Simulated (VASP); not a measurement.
# Sr (P6_3/mmc) in VASP: notebook

Runs on Sr. Level: LDA. Tasks: single point.

Program: VASP 6.6.1. These are calculated values, not measurements. Logs are shortened: lines on timing, memory, paths and dates and some standing lists are left out, and cuts for length are marked.

### 1 The cell of the first run

Symmetry: P6_3/mmc, No. 194, hexagonal system. Conventional cell: a = 4.222 Å, b = 4.222 Å, c = 6.906 Å, α = 90.00°, β = 90.00°, γ = 120.00°. Within 5.5 Å of Sr (site symmetry -6m2) lie 12 Sr at 4.22 to 4.23 Å.

### 2 Single point, LDA (volume scaled by 0.94)

File INCAR:

```
PREC = Accurate ; ENCUT = 520
EDIFF = 1E-6 ; ISMEAR = -1
SIGMA = 0.08 ; LREAL = F
LASPH = T ; NELM = 80
ALGO = Normal ; ISIF = 2
LWAVE = F ; LCHARG = F
GGA = CA ; NBANDS = 17
```

File KPOINTS:

```
regular mesh
0
Gamma
  10 10 5
```

File POSCAR:

```
Sr
1.0
    4.2220163448      0.0000000000      0.0000000000
   -2.1110081724      3.6563734097      0.0000000000
    0.0000000000      0.0000000000      6.9060820664
Sr
2
Direct
    0.3333333333      0.6666666667      0.2500000000
    0.6666666667      0.3333333333      0.7500000000
```

Potentials or basis: VASP PAW LDA potentials, release 64 (Sr_sv).

On the command line:

```bash
$ cat potpaw_LDA.64/Sr_sv/POTCAR > POTCAR
$ mpirun -np 1 vasp_std > vasp.out
```

OUTCAR:

```text
PREC = Accurate
   ENCUT = 520
   EDIFF = 1E-6
   ISMEAR = -1
   LREAL = F
   LASPH = T
   NELM = 80
   ISIF = 2
   GGA = CA

 ion  position               nearest neighbor table
   1  0.333  0.667  0.250-   2 4.23   2 4.23   2 4.23   2 4.23   2 4.23   2 4.23
   2  0.667  0.333  0.750-   1 4.23   1 4.23   1 4.23   1 4.23   1 4.23   1 4.23

  LATTYP: Found a hexagonal cell.
 ALAT       =     4.2220163448
 C/A-ratio  =     1.6357307747

  Lattice vectors:

 A1 = (   4.2220163448,   0.0000000000,   0.0000000000)
 A2 = (  -2.1110081724,   3.6563734097,   0.0000000000)
 A3 = (   0.0000000000,   0.0000000000,   6.9060820664)

Analysis of symmetry for initial positions (statically):
=====================================================================
 Subroutine PRICEL returns:
 Original cell was already a primitive cell.

 Routine SETGRP: Setting up the symmetry group for a
 hexagonal supercell.

 Subroutine GETGRP returns: Found 24 space group operations
 (whereof 12 operations were pure point group operations)
 out of a pool of 24 trial point group operations.

The static configuration has the point symmetry D_3d.
 The point group associated with its full space group is D_6h.

Analysis of symmetry for dynamics (positions and initial velocities):
=====================================================================
 Subroutine PRICEL returns:
 Original cell was already a primitive cell.

 Routine SETGRP: Setting up the symmetry group for a
 hexagonal supercell.

 Subroutine GETGRP returns: Found 24 space group operations
 (whereof 12 operations were pure point group operations)
 out of a pool of 24 trial point group operations.

The dynamic configuration has the point symmetry D_3d.
 The point group associated with its full space group is D_6h.

 Subroutine INISYM returns: Found 24 space group operations
 (whereof 12 operations are pure point group operations),
 and found     1 'primitive' translations

----------------------------------------------------------------------------------------

                                     Primitive cell

  volume of cell :     106.6110

  direct lattice vectors                    reciprocal lattice vectors
     4.222016345  0.000000000  0.000000000     0.236853654  0.136747521  0.000000000
    -2.111008172  3.656373410  0.000000000     0.000000000  0.273495042  0.000000000
     0.000000000  0.000000000  6.906082066     0.000000000  0.000000000  0.144799901

  length of vectors
     4.222016345  4.222016345  6.906082066     0.273495042  0.273495042  0.144799901

  position of ions in fractional coordinates (direct lattice)
     0.333333333  0.666666667  0.250000000
     0.666666667  0.333333333  0.750000000

  ion indices of the primitive-cell ions
   primitive index   ion index
                 1           1
                 2           2

----------------------------------------------------------------------------------------

 KPOINTS: regular mesh

Automatic generation of k-mesh.
 Grid dimensions read from file:
 generate k-points for:   10   10    5

 Generating k-lattice:

  Cartesian coordinates                     Fractional coordinates (reciprocal lattice)
     0.023685365  0.013674752  0.000000000     0.100000000  0.000000000  0.000000000
     0.000000000  0.027349504  0.000000000     0.000000000  0.100000000  0.000000000
     0.000000000  0.000000000  0.028959980     0.000000000  0.000000000  0.200000000

  Length of vectors
     0.027349504  0.027349504  0.028959980

  Shift w.r.t. Gamma in fractional coordinates (k-lattice)
     0.000000000  0.000000000  0.000000000

 Subroutine IBZKPT returns following result:
 ===========================================

 Found     42 irreducible k-points:

 Following reciprocal coordinates:
            Coordinates               Weight
  0.000000  0.000000  0.000000      1.000000
  0.100000 -0.000000  0.000000      6.000000
  0.200000 -0.000000  0.000000      6.000000
  0.300000 -0.000000  0.000000      6.000000
  0.400000  0.000000  0.000000      6.000000
  0.500000 -0.000000  0.000000      3.000000
[... 16 lines left out ...]
  0.300000  0.100000  0.200000     24.000000
  0.400000  0.100000  0.200000     24.000000
 [... further k-points ...]
   k-points           NKPTS =     42   k-points in BZ     NKDIM =     42   number of bands    NBANDS=     17
   number of dos      NEDOS =    301   number of ions     NIONS =      2
   total plane-waves  NPLWV =  55296
   dimension x,y,z NGX =    32 NGY =   32 NGZ =   54
   dimension x,y,z NGXF=    64 NGYF=   64 NGZF=  108
   ions per type =               2
   NGX,Y,Z   is equivalent  to a cutoff of  12.60, 12.60, 13.00 a.u.
   NGXF,Y,Z  is equivalent  to a cutoff of  25.20, 25.20, 26.00 a.u.
 SYSTEM =  unknown system
   PREC   = accura    normal or accurate (medium, high low for compatibility)
   ISTART =      0    job   : 0-new  1-cont  2-samecut
   ICHARG =      2    charge: 1-file 2-atom 10-const
   ISPIN  =      1    spin polarized calculation?
   LNONCOLLINEAR =      F non collinear calculations
   LSORBIT =      F    spin-orbit coupling
   LASPH  =      T    aspherical Exc in radial PAW
   ENCUT  =  520.0 eV  38.22 Ry    6.18 a.u.   7.85  7.85 12.84*2*pi/ulx,y,z
   NELM   =     80;   NELMIN=  2; NELMDL= -5     # of ELM steps
   EDIFF  = 0.1E-05   stopping-criterion for ELM
   LREAL  =      F    real-space projection
   EDIFFG = 0.1E-04   stopping-criterion for IOM
   NSW    =      0    number of steps for IOM
   IBRION =     -1    ionic relax: 0-MD 1-quasi-New 2-CG
   NFREE  =      0    steps in history (QN), initial steepest desc. (CG)
   ISIF   =      2    stress and relaxation
   ISYM   =      2    0-nonsym 1-usesym 2-fastsym
   POTIM  = 0.5000    time-step for ionic-motion
   TEBEG  =    0.0;   TEEND  =   0.0 temperature during run
   PSTRESS=    0.0 pullay stress
   NELECT =      20.0000    total number of electrons
   NUPDOWN=      -1.0000    fix difference up-down
   EMIN   =  10.00;   EMAX   =-10.00  energy-range for DOS
   EFERMI =   0.00;   METHOD = LEGACY
   ISMEAR =    -1;   SIGMA  =   0.08  broadening in eV -4-tet -1-fermi 0-gaus
   EFERMI_NEDOS =   21; number of points for ismear=-14 and -15
   IALGO  =     38    algorithm
   IMIX   =      4    mixing-type and parameters
     AMIX     =   0.40;   BMIX     =  1.00
     AMIX_MAG =   1.60;   BMIX_MAG =  1.00
  volume/ion in A,a.u.               =      53.31       359.72
  Fermi-wavevector in a.u.,A,eV,Ry     =   0.937168  1.770991 11.949776  0.878284
  Thomas-Fermi vector in A             =   2.064252
   LORBIT       =      0    0 simple, 1 ext, 2 COOP (PROOUT), +10 PAW based schemes
   GGA     = CA    functional components
   LHFCALC =     F    Hartree Fock is set to
   AEXX    =    0.0000 exact exchange contribution
   IVDW    =     0    specifies the selected vdW correction
   LEPSILON=     F    determine dielectric tensor
   LRPA    =     F    only Hartree local field effects (RPA)
 non-spin polarized calculation
  energy-cutoff  :      520.00
  volume of cell :      106.61
 maximum number of plane-waves:      2887
 NGX is ok and might be reduce to    32
   NGX = 15   NGY = 15   NGZ = 25

 number of electron      20.0000000 magnetization

 Free energy of the ion-electron system (eV)
  ---------------------------------------------------
  ext. energy  EPLUGINS =         0.00000000
  ---------------------------------------------------
  free energy    TOTEN  =        -3.77855281 eV

  energy without entropy =       -3.71971021  energy(sigma->0) =       -3.74913151

 E-fermi :   1.5287     XC(G=0):  -7.6544

 val. band max:        1.5245023518   @ k =   0.3000   0.3000   0.0000
 cond. band min:       1.5366047827   @ k =   0.3000   0.3000   0.0000
 fundamental gap:      0.0121024309
 Fermi energy:         1.5287375200

 k-point     1 :       0.0000    0.0000    0.0000
  band No.  band energies     occupation
      1     -34.8638      2.00000
      2     -34.8471      2.00000
      3     -17.0642      2.00000
      4     -16.8727      2.00000
      5     -16.8727      2.00000
      6     -16.8422      2.00000
[... 9 lines left out ...]
     16       4.1818      0.00000
     17       4.7094      0.00000

 k-point     2 :       0.1000   -0.0000    0.0000
  band No.  band energies     occupation
      1     -34.8623      2.00000
      2     -34.8464      2.00000
      3     -17.0570      2.00000
      4     -16.8892      2.00000
      5     -16.8779      2.00000
      6     -16.8593      2.00000
[... 9 lines left out ...]
     16       4.3220      0.00000
     17       4.4521      0.00000

 k-point     3 :       0.2000   -0.0000    0.0000
  band No.  band energies     occupation
      1     -34.8585      2.00000
      2     -34.8447      2.00000
      3     -17.0371      2.00000
      4     -16.9326      2.00000
      5     -16.9032      2.00000
      6     -16.8911      2.00000
[... 9 lines left out ...]
     16       4.3120      0.00000
     17       4.3730      0.00000

 k-point     4 :       0.3000   -0.0000    0.0000
  band No.  band energies     occupation
      1     -34.8535      2.00000
      2     -34.8428      2.00000
      3     -17.0088      2.00000
      4     -16.9865      2.00000
      5     -16.9556      2.00000
      6     -16.9069      2.00000
[... 9 lines left out ...]
     16       4.8435      0.00000
     17       4.9544      0.00000
[... 343 lines left out ...]
      1     -34.8541      2.00000
      2     -34.8445      2.00000
      3     -17.0161      2.00000
      4     -16.9545      2.00000
      5     -16.9422      2.00000
      6     -16.8997      2.00000
[... 9 lines left out ...]
     16       4.5557      0.00000
     17       4.8935      0.00000

 k-point    23 :       0.3000    0.1000    0.2000
  band No.  band energies     occupation
      1     -34.8496      2.00000
      2     -34.8427      2.00000
      3     -17.0252      2.00000
      4     -16.9951      2.00000
      5     -16.9564      2.00000
      6     -16.9168      2.00000
[... 9 lines left out ...]
     16       4.9339      0.00000
     17       5.4608      0.00000

 k-point    24 :       0.4000    0.1000    0.2000
  band No.  band energies     occupation
      1     -34.8465      2.00000
      2     -34.8420      2.00000
      3     -17.0472      2.00000
      4     -17.0178      2.00000
      5     -16.9490      2.00000
      6     -16.9235      2.00000
[... 9 lines left out ...]
     16       5.3705      0.00000
     17       5.6800      0.00000

 [... further k-points ...]
[... 5 lines left out ...]
  --------------------------------------------------------------------------------------
  -------------------------------------------------------------------------------------
  Total       -0.6867079     -0.6867079     -0.6495606     -0.0000000      0.0000000     -0.0000000
  in kB      -10.3200171    -10.3200171     -9.7617587     -0.0000000      0.0000000     -0.0000000
  external PRESSURE =     -10.1339310 kB  Pullay stress =       0.0000000 kB

 VOLUME and BASIS-vectors are now :
 -----------------------------------------------------------------------------
  energy-cutoff  :      520.00
  volume of cell :      106.61
      direct lattice vectors                 reciprocal lattice vectors
     4.222016345  0.000000000  0.000000000     0.236853654  0.136747521  0.000000000
    -2.111008172  3.656373410  0.000000000     0.000000000  0.273495042  0.000000000
     0.000000000  0.000000000  6.906082066     0.000000000  0.000000000  0.144799901

 POSITION                                       TOTAL-FORCE (eV/Angst)
 -----------------------------------------------------------------------------------
     -0.00000      2.43758      1.72652        -0.000000      0.000000      0.000000
      2.11101      1.21879      5.17956         0.000000     -0.000000      0.000000
 -----------------------------------------------------------------------------------
    total drift:                               -0.000000      0.000000     -0.000000

  FREE ENERGIE OF THE ION-ELECTRON SYSTEM (eV)
  ---------------------------------------------------
  free  energy   TOTEN  =        -3.7785528104 eV

  energy  without entropy=       -3.7197102131  energy(sigma->0) =       -3.74913151
```

Wall time 32 s (1 thread of AMD EPYC 9R45 (Zen 5), shared host); peak memory 0.18 GiB.

Results:

```yaml
Free_energy: -3.7786 eV
Pressure: -1.0 GPa
Band_gap_on_the_k_mesh: zero (band 10 reaches 1.66 eV, above the bottom of band 11 at 1.54 eV)
```

### 3 Single point, LDA (volume scaled by 0.98)

File INCAR:

```
  PREC = Accurate
  ENCUT = 520
  EDIFF = 1E-7
  ISMEAR = -1
  SIGMA = 0.08
  LREAL = False
  LASPH = True
  NELM = 60
  ALGO = Normal
  ISIF = 2
  LWAVE = False
  LCHARG = True
  LELF = True
  LVHAR = True
  NBANDS = 17
```

KPOINTS is that of step 2.

File POSCAR:

```
Sr
1.0
    4.2810731731      0.0000000000      0.0000000000
   -2.1405365866      3.7075181234      0.0000000000
    0.0000000000      0.0000000000      7.0026831381
Sr
2
Direct
    0.3333333333      0.6666666667      0.2500000000
    0.6666666667      0.3333333333      0.7500000000
```

Potentials or basis: VASP PAW LDA potentials, release 64 (Sr_sv).

On the command line:

```bash
$ cat potpaw_LDA.64/Sr_sv/POTCAR > POTCAR
$ mpirun -np 1 vasp_std > vasp.out
```

Wall time 37 s (1 thread of AMD EPYC 9R45 (Zen 5), shared host); peak memory 0.19 GiB.

Results (log left out):

```yaml
Free_energy: -3.7445 eV
Pressure: -1.4 GPa
Band_gap_on_the_k_mesh: zero (band 10 reaches 1.51 eV, above the bottom of band 11 at 1.39 eV)
```

Levels at points of the mesh, in eV from the Fermi level:
```tsv
k point	band 7	band 8	band 9	band 10	band 11	band 12	band 13	band 14
(0.00, 0.00, 0.00)	-18.46	-18.46	-3.65	-1.18	0.11	2.19	2.20	2.20
(0.50, 0.00, 0.00)	-18.51	-18.49	-1.15	-0.52	0.06	0.22	1.28	1.83
```
